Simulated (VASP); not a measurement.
Re:

```
Re
1.0
     2.73919    0.00000    0.00000
    -1.36959    2.37221    0.00000
     0.00000    0.00000    4.41187
Re
2
Direct
  0.33333 0.66667 0.25000
  0.66667 0.33333 0.75000
```

Base run:

```yaml
Program: VASP 6.6.1
Functional: LDA
Potentials_or_basis: VASP PAW LDA potentials, release 64 (Re_sv_GW)
Cutoff: 560 eV
k_mesh: 13 × 13 × 7
Occupations: methfessel-paxton, width 0.03 eV
Spin: no spin polarisation
```

Its results: band gap on the k mesh zero (bands 15 and 16 overlap by 3.05 eV); pressure -0.3 GPa.

Task: After a change of settings the same cell gave: band gap on the k mesh zero (bands 15 and 16 overlap by 3.05 eV); pressure 0.9 GPa. Which change was it?
A. occupations from methfessel-paxton, width 0.03 eV to gaussian, width 0.6 eV
B. k mesh from 13 × 13 × 7 to 19 × 19 × 10; occupations from methfessel-paxton, width 0.03 eV to fermi-dirac, width 0.1 eV
C. occupations from methfessel-paxton, width 0.03 eV to methfessel-paxton, width 0.1 eV

Result: A.

Caveats: spin-orbit coupling is left out, which moves the levels of the heavy elements; so wide a smearing shifts energies and pressures (at least some runs).
